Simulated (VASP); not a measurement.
# Zr (Fm-3m) in VASP: notebook

The runs below take Zr through single point, relaxation of cell and atoms, with PBE.

All numbers are computed with VASP 6.6.1; they aren't measurements. Logs are shortened: lines on timing, memory, paths and dates and some standing lists are left out, and cuts for length are marked.

## Step 1: The cell of the first run

Symmetry: Fm-3m, No. 225, cubic system. Conventional cell: a = 4.527 Å, b = 4.527 Å, c = 4.527 Å, α = 90.00°, β = 90.00°, γ = 90.00°. Within 4.2 Å of Zr (site symmetry m-3m) lie 12 Zr at 3.20 Å.

## Step 2: Single point, PBE

Contents of INCAR:

```
  ALGO = Fast
  EDIFF = 1E-7
  ENCUT = 520
  GGA = PE
  ISIF = 2
  ISMEAR = 0
  LASPH = T
  LCHARG = F
  LREAL = F
  LWAVE = F
  NBANDS = 12
  NELM = 60
  PREC = Accurate
  SIGMA = 0.1
```

Contents of KPOINTS:

```
k-points
0
Gamma
  16 16 16
```

Contents of POSCAR:

```
Zr
1.0
    0.0000000000      2.2634806061      2.2634806061
    2.2634806061      0.0000000000      2.2634806061
    2.2634806061      2.2634806061      0.0000000000
Zr
1
Direct
    0.0000000000      0.0000000000      0.0000000000
```

Potentials or basis: VASP PAW PBE potentials, release 64 (Zr_sv).

Started as:

```
$ cat potpaw_PBE.64/Zr_sv/POTCAR > POTCAR
$ mpirun -np 1 vasp_std > vasp.out
```

OUTCAR:

```text
EDIFF = 1E-7
   ENCUT = 520
   GGA = PE
   ISIF = 2
   ISMEAR = 0
   LASPH = T
   LREAL = F
   NELM = 60
   PREC = Accurate

 ion  position               nearest neighbor table
   1  0.000  0.000  0.000-

  LATTYP: Found a face centered cubic cell.
 ALAT       =     4.5269612122

  Lattice vectors:

 A1 = (   0.0000000000,   2.2634806061,   2.2634806061)
 A2 = (   2.2634806061,   0.0000000000,   2.2634806061)
 A3 = (   2.2634806061,   2.2634806061,   0.0000000000)

Analysis of symmetry for initial positions (statically):
=====================================================================
 Subroutine PRICEL returns:
 Original cell was already a primitive cell.

 Routine SETGRP: Setting up the symmetry group for a
 face centered cubic supercell.

 Subroutine GETGRP returns: Found 48 space group operations
 (whereof 48 operations were pure point group operations)
 out of a pool of 48 trial point group operations.

The static configuration has the point symmetry O_h .

Analysis of symmetry for dynamics (positions and initial velocities):
=====================================================================
 Subroutine PRICEL returns:
 Original cell was already a primitive cell.

 Routine SETGRP: Setting up the symmetry group for a
 face centered cubic supercell.

 Subroutine GETGRP returns: Found 48 space group operations
 (whereof 48 operations were pure point group operations)
 out of a pool of 48 trial point group operations.

The dynamic configuration has the point symmetry O_h .

 Subroutine INISYM returns: Found 48 space group operations
 (whereof 48 operations are pure point group operations),
 and found     1 'primitive' translations

----------------------------------------------------------------------------------------

                                     Primitive cell

  volume of cell :      23.1932

  direct lattice vectors                    reciprocal lattice vectors
     0.000000000  2.263480606  2.263480606    -0.220898734  0.220898734  0.220898734
     2.263480606  0.000000000  2.263480606     0.220898734 -0.220898734  0.220898734
     2.263480606  2.263480606  0.000000000     0.220898734  0.220898734 -0.220898734

  length of vectors
     3.201044971  3.201044971  3.201044971     0.382607830  0.382607830  0.382607830

  position of ions in fractional coordinates (direct lattice)
     0.000000000  0.000000000  0.000000000

  ion indices of the primitive-cell ions
   primitive index   ion index
                 1           1

----------------------------------------------------------------------------------------

 KPOINTS: k-points

Automatic generation of k-mesh.
 Grid dimensions read from file:
 generate k-points for:   16   16   16

 Generating k-lattice:

  Cartesian coordinates                     Fractional coordinates (reciprocal lattice)
    -0.013806171  0.013806171  0.013806171     0.062500000  0.000000000  0.000000000
     0.013806171 -0.013806171  0.013806171     0.000000000  0.062500000  0.000000000
     0.013806171  0.013806171 -0.013806171     0.000000000  0.000000000  0.062500000

  Length of vectors
     0.023912989  0.023912989  0.023912989

  Shift w.r.t. Gamma in fractional coordinates (k-lattice)
     0.000000000  0.000000000  0.000000000

 Subroutine IBZKPT returns following result:
 ===========================================

 Found    145 irreducible k-points:

 Following reciprocal coordinates:
            Coordinates               Weight
  0.000000  0.000000  0.000000      1.000000
  0.062500  0.000000  0.000000      8.000000
  0.125000  0.000000  0.000000      8.000000
  0.187500  0.000000  0.000000      8.000000
  0.250000  0.000000  0.000000      8.000000
  0.312500  0.000000  0.000000      8.000000
[... 16 lines left out ...]
 -0.125000  0.062500  0.000000     24.000000
 -0.062500  0.062500  0.000000     12.000000
 [... further k-points ...]
   k-points           NKPTS =    145   k-points in BZ     NKDIM =    145   number of bands    NBANDS=     12
   number of dos      NEDOS =    301   number of ions     NIONS =      1
   total plane-waves  NPLWV =  13824
   dimension x,y,z NGX =    24 NGY =   24 NGZ =   24
   dimension x,y,z NGXF=    48 NGYF=   48 NGZF=   48
   ions per type =               1
   NGX,Y,Z   is equivalent  to a cutoff of  12.46, 12.46, 12.46 a.u.
   NGXF,Y,Z  is equivalent  to a cutoff of  24.93, 24.93, 24.93 a.u.
 SYSTEM =  unknown system
   PREC   = accura    normal or accurate (medium, high low for compatibility)
   ISTART =      0    job   : 0-new  1-cont  2-samecut
   ICHARG =      2    charge: 1-file 2-atom 10-const
   ISPIN  =      1    spin polarized calculation?
   LNONCOLLINEAR =      F non collinear calculations
   LSORBIT =      F    spin-orbit coupling
   LASPH  =      T    aspherical Exc in radial PAW
   ENCUT  =  520.0 eV  38.22 Ry    6.18 a.u.   5.95  5.95  5.95*2*pi/ulx,y,z
   NELM   =     60;   NELMIN=  2; NELMDL= -5     # of ELM steps
   EDIFF  = 0.1E-06   stopping-criterion for ELM
   LREAL  =      F    real-space projection
   EDIFFG = 0.1E-05   stopping-criterion for IOM
   NSW    =      0    number of steps for IOM
   IBRION =     -1    ionic relax: 0-MD 1-quasi-New 2-CG
   NFREE  =      0    steps in history (QN), initial steepest desc. (CG)
   ISIF   =      2    stress and relaxation
   ISYM   =      2    0-nonsym 1-usesym 2-fastsym
   POTIM  = 0.5000    time-step for ionic-motion
   TEBEG  =    0.0;   TEEND  =   0.0 temperature during run
   PSTRESS=    0.0 pullay stress
   NELECT =      12.0000    total number of electrons
   NUPDOWN=      -1.0000    fix difference up-down
   EMIN   =  10.00;   EMAX   =-10.00  energy-range for DOS
   EFERMI =   0.00;   METHOD = LEGACY
   ISMEAR =     0;   SIGMA  =   0.10  broadening in eV -4-tet -1-fermi 0-gaus
   EFERMI_NEDOS =   21; number of points for ismear=-14 and -15
   IALGO  =     68    algorithm
   IMIX   =      4    mixing-type and parameters
     AMIX     =   0.40;   BMIX     =  1.00
     AMIX_MAG =   1.60;   BMIX_MAG =  1.00
  volume/ion in A,a.u.               =      23.19       156.52
  Fermi-wavevector in a.u.,A,eV,Ry     =   1.314262  2.483594 23.501118  1.727283
  Thomas-Fermi vector in A             =   2.444527
   LORBIT       =      0    0 simple, 1 ext, 2 COOP (PROOUT), +10 PAW based schemes
   GGA     = PE    functional components
   LHFCALC =     F    Hartree Fock is set to
   AEXX    =    0.0000 exact exchange contribution
   IVDW    =     0    specifies the selected vdW correction
   LEPSILON=     F    determine dielectric tensor
   LRPA    =     F    only Hartree local field effects (RPA)
 non-spin polarized calculation
 RMM-DIIS sequential band-by-band and
 Gauss-broadening in eV      SIGMA  =   0.10
  energy-cutoff  :      520.00
  volume of cell :       23.19
 maximum number of plane-waves:       637
   NGX = 11   NGY = 11   NGZ = 11

 number of electron      12.0000000 magnetization

 Free energy of the ion-electron system (eV)
  ---------------------------------------------------
  ext. energy  EPLUGINS =         0.00000000
  ---------------------------------------------------
  free energy    TOTEN  =        -8.48417720 eV

  energy without entropy =       -8.47442881  energy(sigma->0) =       -8.47930300

 E-fermi :   8.9333     XC(G=0): -11.0993

 val. band max:        8.9302391871   @ k =  -0.3125   0.3125   0.0625
 cond. band min:       8.9410730627   @ k =   0.2500   0.0000   0.0000
 fundamental gap:      0.0108338756
 Fermi energy:         8.9332782585

 k-point     1 :       0.0000    0.0000    0.0000
  band No.  band energies     occupation
      1     -39.7681      2.00000
      2     -17.2796      2.00000
      3     -17.2796      2.00000
      4     -17.2796      2.00000
      5       3.3714      2.00000
      6       9.9110      0.00000
      7       9.9110      0.00000
      8       9.9110      0.00000
      9      12.3336      0.00000
     10      12.3336      0.00000
     11      19.4339      0.00000
     12      23.6218      0.00000

 k-point     2 :       0.0625    0.0000    0.0000
  band No.  band energies     occupation
      1     -39.7627      2.00000
      2     -17.3190      2.00000
      3     -17.2844      2.00000
      4     -17.2844      2.00000
      5       3.4980      2.00000
      6       9.7934      0.00000
      7       9.9707      0.00000
      8       9.9707      0.00000
      9      12.2734      0.00000
     10      12.2734      0.00000
     11      19.7067      0.00000
     12      23.0581      0.00000

 k-point     3 :       0.1250    0.0000    0.0000
  band No.  band energies     occupation
      1     -39.7475      2.00000
      2     -17.4302      2.00000
      3     -17.2983      2.00000
      4     -17.2983      2.00000
      5       3.8607      2.00000
      6       9.4995      0.00000
      7      10.1195      0.00000
      8      10.1195      0.00000
      9      12.1477      0.00000
     10      12.1477      0.00000
     11      20.4041      0.00000
     12      22.0602      0.00000
[... 286 lines left out ...]
 k-point    23 :      -0.1250    0.0625    0.0000
  band No.  band energies     occupation
      1     -39.7363      2.00000
      2     -17.4957      2.00000
      3     -17.3346      2.00000
      4     -17.2971      2.00000
      5       4.1302      2.00000
      6       9.2898      0.00000
      7      10.2133      0.00000
      8      10.2382      0.00000
      9      11.8078      0.00000
     10      12.3647      0.00000
     11      20.8782      0.00000
     12      21.8032      0.00000

 k-point    24 :      -0.0625    0.0625    0.0000
  band No.  band energies     occupation
      1     -39.7541      2.00000
      2     -17.3742      2.00000
      3     -17.3068      2.00000
      4     -17.2859      2.00000
      5       3.7037      2.00000
      6       9.6031      0.00000
      7      10.0581      0.00000
      8      10.0832      0.00000
      9      12.0490      0.00000
     10      12.3278      0.00000
     11      20.1335      0.00000
     12      22.5711      0.00000

 [... further k-points ...]

------------------------ aborting loop because EDIFF is reached ----------------------------------------

  FORCE on cell =-STRESS in cart. coord.  units (eV):
  Direction    XX          YY          ZZ          XY          YZ          ZX
  --------------------------------------------------------------------------------------
  -------------------------------------------------------------------------------------
  Total        0.0026388      0.0026388      0.0026388     -0.0000000      0.0000000     -0.0000000
  in kB        0.1822874      0.1822874      0.1822874     -0.0000000      0.0000000     -0.0000000
  external PRESSURE =       0.1822874 kB  Pullay stress =       0.0000000 kB

 VOLUME and BASIS-vectors are now :
 -----------------------------------------------------------------------------
  energy-cutoff  :      520.00
  volume of cell :       23.19
      direct lattice vectors                 reciprocal lattice vectors
     0.000000000  2.263480606  2.263480606    -0.220898734  0.220898734  0.220898734
     2.263480606  0.000000000  2.263480606     0.220898734 -0.220898734  0.220898734
     2.263480606  2.263480606  0.000000000     0.220898734  0.220898734 -0.220898734

 POSITION                                       TOTAL-FORCE (eV/Angst)
 -----------------------------------------------------------------------------------
      0.00000      0.00000      0.00000         0.000000      0.000000      0.000000
 -----------------------------------------------------------------------------------
    total drift:                                0.000000     -0.000000     -0.000000

  FREE ENERGIE OF THE ION-ELECTRON SYSTEM (eV)
  ---------------------------------------------------
  free  energy   TOTEN  =        -8.4841771991 eV

  energy  without entropy=       -8.4744288054  energy(sigma->0) =       -8.47930300
```

It took 18 s on 1 thread of Intel Xeon 6975P-C (Granite Rapids), shared host; peak memory 0.16 GiB.

Results:

* Free energy: -8.4842 eV
* Pressure: 0.0 GPa
* Band gap on the k mesh: zero (band 6 reaches 9.91 eV, above the bottom of band 7 at 8.54 eV)

(Continued in part 2 of 3.)
